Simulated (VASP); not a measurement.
# TiC (Cm) in VASP: a series of runs

Runs on TiC. Level: PBEsol. Tasks: single point.

Program: VASP 6.6.1. These are calculated values, not measurements. Logs are shortened: lines on timing, memory, paths and dates and some standing lists are left out, and cuts for length are marked.

## Step 1: The cell of the first run

Symmetry: Cm, No. 8, monoclinic system. The conventional cell has a = 5.301 Å, b = 3.060 Å, c = 3.060 Å, α = 90.00°, β = 125.26°, γ = 90.00°. Ti (site symmetry m) has 6 C at 2.07 to 2.27 Å within 2.7 Å. Within 2.7 Å of C (site symmetry m) lie 6 Ti at 2.07 to 2.27 Å.

## Step 2: Single point, PBEsol (atom 2 (C) moved by (-0.100, -0.100) A along [1 1 0] and z)

INCAR reads:

```
PREC     = Accurate       # precision mode
ENCUT    = 520            # plane-wave cutoff, eV
EDIFF    = 1E-7           # SCF threshold, eV
ISMEAR   = 0              # smearing method
SIGMA    = 0.15           # smearing width, eV
LREAL    = False          # projectors in reciprocal space
LASPH    = True           # aspherical terms in the spheres
NELM     = 80             # most SCF steps
ALGO     = Normal         # electronic algorithm
ISIF     = 2              # what is computed and relaxed
LWAVE    = False          # write WAVECAR
LCHARG   = True           # write CHGCAR
GGA      = PS             # functional
LELF     = True           # ELF
LVHAR    = True         
NBANDS   = 15             # bands
```

KPOINTS reads:

```
Automatic mesh
0
Gamma
  18 18 18
```

POSCAR reads:

```
TiC
1.0
    0.0000000000      2.1640000000      2.1640000000
    2.1640000000      0.0000000000      2.1640000000
    2.1640000000      2.1640000000      0.0000000000
Ti C
1 1
Direct
    0.0000000000      0.0000000000      0.0000000000
    0.4768946396      0.4768946396      0.4904294463
```

Potentials or basis: VASP PAW PBE potentials, release 64 (Ti_sv, C).

Started as:

```bash
> cat potpaw_PBE.64/Ti_sv/POTCAR potpaw_PBE.64/C/POTCAR > POTCAR
> mpirun -np 1 vasp_std > vasp.out
```

OUTCAR:

```text
PREC = Accurate
   ENCUT = 520
   EDIFF = 1E-7
   ISMEAR = 0
   LREAL = False
   LASPH = True
   NELM = 80
   ISIF = 2
   GGA = PS

 ion  position               nearest neighbor table
   1  0.000  0.000  0.000-   2 2.07   2 2.10   2 2.10   2 2.24   2 2.24   2 2.27
   2  0.477  0.477  0.490-   1 2.07   1 2.10   1 2.10   1 2.24   1 2.24   1 2.27

  LATTYP: Found a face centered cubic cell.
 ALAT       =     4.3280000000

  Lattice vectors:

 A1 = (   0.0000000000,   2.1640000000,   2.1640000000)
 A2 = (   2.1640000000,   0.0000000000,   2.1640000000)
 A3 = (   2.1640000000,   2.1640000000,   0.0000000000)

Analysis of symmetry for initial positions (statically):
=====================================================================
 Subroutine PRICEL returns:
 Original cell was already a primitive cell.

 Routine SETGRP: Setting up the symmetry group for a
 face centered cubic supercell.

 Subroutine GETGRP returns: Found  2 space group operations
 (whereof  2 operations were pure point group operations)
 out of a pool of 48 trial point group operations.

The static configuration has the point symmetry C_1h.

Analysis of symmetry for dynamics (positions and initial velocities):
=====================================================================
 Subroutine PRICEL returns:
 Original cell was already a primitive cell.

 Routine SETGRP: Setting up the symmetry group for a
 face centered cubic supercell.

 Subroutine GETGRP returns: Found  2 space group operations
 (whereof  2 operations were pure point group operations)
 out of a pool of 48 trial point group operations.

The dynamic configuration has the point symmetry C_1h.

 Subroutine INISYM returns: Found  2 space group operations
 (whereof  2 operations are pure point group operations),
 and found     1 'primitive' translations

----------------------------------------------------------------------------------------

                                     Primitive cell

  volume of cell :      20.2676

  direct lattice vectors                    reciprocal lattice vectors
     0.000000000  2.164000000  2.164000000    -0.231053604  0.231053604  0.231053604
     2.164000000  0.000000000  2.164000000     0.231053604 -0.231053604  0.231053604
     2.164000000  2.164000000  0.000000000     0.231053604  0.231053604 -0.231053604

  length of vectors
     3.060358149  3.060358149  3.060358149     0.400196582  0.400196582  0.400196582

  position of ions in fractional coordinates (direct lattice)
     0.000000000  0.000000000  0.000000000
     0.476894640  0.476894640  0.490429446

  ion indices of the primitive-cell ions
   primitive index   ion index
                 1           1
[... 80 lines left out ...]
   ISYM   =      2    0-nonsym 1-usesym 2-fastsym
   POTIM  = 0.5000    time-step for ionic-motion
   TEBEG  =    0.0;   TEEND  =   0.0 temperature during run
   PSTRESS=    0.0 pullay stress
   NELECT =      16.0000    total number of electrons
   NUPDOWN=      -1.0000    fix difference up-down
   EMIN   =  10.00;   EMAX   =-10.00  energy-range for DOS
   EFERMI =   0.00;   METHOD = LEGACY
   ISMEAR =     0;   SIGMA  =   0.15  broadening in eV -4-tet -1-fermi 0-gaus
   EFERMI_NEDOS =   21; number of points for ismear=-14 and -15
   IALGO  =     38    algorithm
   IMIX   =      4    mixing-type and parameters
     AMIX     =   0.40;   BMIX     =  1.00
     AMIX_MAG =   1.60;   BMIX_MAG =  1.00
  volume/ion in A,a.u.               =      10.13        68.39
  Fermi-wavevector in a.u.,A,eV,Ry     =   1.513030  2.859212 31.147275  2.289260
  Thomas-Fermi vector in A             =   2.622876
   LORBIT       =      0    0 simple, 1 ext, 2 COOP (PROOUT), +10 PAW based schemes
   GGA     = PS    functional components
   LHFCALC =     F    Hartree Fock is set to
   AEXX    =    0.0000 exact exchange contribution
   IVDW    =     0    specifies the selected vdW correction
   LEPSILON=     F    determine dielectric tensor
   LRPA    =     F    only Hartree local field effects (RPA)
 non-spin polarized calculation
 Gauss-broadening in eV      SIGMA  =   0.15
  energy-cutoff  :      520.00
  volume of cell :       20.27
 maximum number of plane-waves:       568
   NGX = 11   NGY = 11   NGZ = 11

 number of electron      16.0000000 magnetization

 Free energy of the ion-electron system (eV)
  ---------------------------------------------------
  ext. energy  EPLUGINS =         0.00000000
  ---------------------------------------------------
  free energy    TOTEN  =       -19.70649081 eV

  energy without entropy =      -19.70395301  energy(sigma->0) =      -19.70522191

 E-fermi :   9.4039     XC(G=0): -12.8626

 val. band max:        9.3944711493   @ k =   0.0000   0.2778   0.2778
 cond. band min:       9.4076916709   @ k =   0.0556  -0.0556  -0.0556
 fundamental gap:      0.0132205216
 Fermi energy:         9.4039242473

 k-point     1 :       0.0000    0.0000    0.0000
  band No.  band energies     occupation
      1     -46.9885      2.00000
      2     -23.1187      2.00000
      3     -23.1174      2.00000
      4     -23.1160      2.00000
      5      -3.0320      2.00000
      6       9.4327      0.78585
      7       9.6283      0.03443
      8       9.7525      0.00101
      9      10.3181      0.00000
     10      10.5865      0.00000
     11      11.7092      0.00000
     12      11.9534      0.00000
     13      12.1201      0.00000
     14      19.7461      0.00000
[... 401 lines left out ...]
      2     -23.6189      2.00000
      3     -23.1671      2.00000
      4     -23.1666      2.00000
      5       0.2586      2.00000
      6       3.7202      2.00000
      7       6.5161      2.00000
      8       6.5979      2.00000
      9      12.1510      0.00000
     10      12.1512      0.00000
     11      13.2777      0.00000
     12      16.4894      0.00000
     13      17.3310      0.00000
     14      18.6403      0.00000
     15      24.4531      0.00000

 [... further k-points ...]
[... 5 lines left out ...]
  --------------------------------------------------------------------------------------
  -------------------------------------------------------------------------------------
  Total       -0.5074240     -0.5074240     -0.3289445     -0.1209634     -0.1670655     -0.1670656
  in kB      -40.1125091    -40.1125091    -26.0034811     -9.5623070    -13.2067413    -13.2067467
  external PRESSURE =     -35.4094998 kB  Pullay stress =       0.0000000 kB

 VOLUME and BASIS-vectors are now :
 -----------------------------------------------------------------------------
  energy-cutoff  :      520.00
  volume of cell :       20.27
      direct lattice vectors                 reciprocal lattice vectors
     0.000000000  2.164000000  2.164000000    -0.231053604  0.231053604  0.231053604
     2.164000000  0.000000000  2.164000000     0.231053604 -0.231053604  0.231053604
     2.164000000  2.164000000  0.000000000     0.231053604  0.231053604 -0.231053604

 POSITION                                       TOTAL-FORCE (eV/Angst)
 -----------------------------------------------------------------------------------
      0.00000      0.00000      0.00000        -0.589932     -0.589932     -0.863094
      2.09329      2.09329      2.06400         0.589932      0.589932      0.863094
 -----------------------------------------------------------------------------------
    total drift:                                0.000008      0.000008      0.000028

  FREE ENERGIE OF THE ION-ELECTRON SYSTEM (eV)
  ---------------------------------------------------
  free  energy   TOTEN  =       -19.7064908138 eV

  energy  without entropy=      -19.7039530127  energy(sigma->0) =      -19.70522191
```

OSZICAR:

```text
N       E                     dE             d eps       ncg     rms          rms(c)
DAV:   1     0.116136652563E+03    0.11614E+03   -0.79743E+03 46683   0.127E+03
DAV:   2    -0.176184992156E+02   -0.13376E+03   -0.12525E+03 49853   0.333E+02
DAV:   3    -0.249009748594E+02   -0.72825E+01   -0.71651E+01 60341   0.768E+01
DAV:   4    -0.251344153877E+02   -0.23344E+00   -0.23323E+00 58785   0.127E+01
DAV:   5    -0.251400551070E+02   -0.56397E-02   -0.56382E-02 60759   0.176E+00    0.187E+01
DAV:   6    -0.202614767556E+02    0.48786E+01   -0.11221E+01 68073   0.561E+01    0.660E+00
DAV:   7    -0.197478278840E+02    0.51365E+00   -0.19039E+00 54819   0.197E+01    0.502E+00
DAV:   8    -0.197129019264E+02    0.34926E-01   -0.11786E-01 53425   0.408E+00    0.286E+00
DAV:   9    -0.197106189076E+02    0.22830E-02   -0.79702E-02 63927   0.343E+00    0.844E-01
DAV:  10    -0.197080943359E+02    0.25246E-02   -0.98293E-03 62687   0.147E+00    0.586E-01
DAV:  11    -0.197065232399E+02    0.15711E-02   -0.30364E-03 54985   0.777E-01    0.772E-02
DAV:  12    -0.197064969343E+02    0.26306E-04   -0.23104E-04 52828   0.163E-01    0.327E-02
DAV:  13    -0.197064912529E+02    0.56814E-05   -0.10900E-05 61522   0.294E-02    0.597E-03
DAV:  14    -0.197064909987E+02    0.25419E-06   -0.27308E-07 53596   0.579E-03    0.399E-03
DAV:  15    -0.197064908497E+02    0.14899E-06   -0.10270E-07 47710   0.243E-03    0.324E-04
DAV:  16    -0.197064908138E+02    0.35940E-07   -0.15816E-08 28605   0.180E-03
   1 F= -.19706491E+02 E0= -.19705222E+02  d E =-.253780E-02
```

Run time: 2.5 min. Hardware: 1 thread of Intel Xeon 6975P-C (Granite Rapids), shared host; peak memory 0.56 GiB.

What came out:

- Free energy: -19.7065 eV
- Pressure: -3.5 GPa
- Largest force: 1.200 eV/Å
- Band gap on the k mesh: zero (bands 8 and 9 overlap by 0.50 eV)

Forces on the atoms (eV/Å):
```
Ti  -0.590 -0.590 -0.863
C    0.590  0.590  0.863
```

Stress tensor (GPa, compression positive):
```
-4.01 -0.96 -1.32
-0.96 -4.01 -1.32
-1.32 -1.32 -2.60
```

Caveat: the cell differs from its parent crystal (atom 2 (C) moved by (-0.100, -0.100) A along [1 1 0] and z); the cell stands under tension; the PAW data sets were made with another functional, which shifts forces and pressure a little.

(Continued in part 2 of 2.)
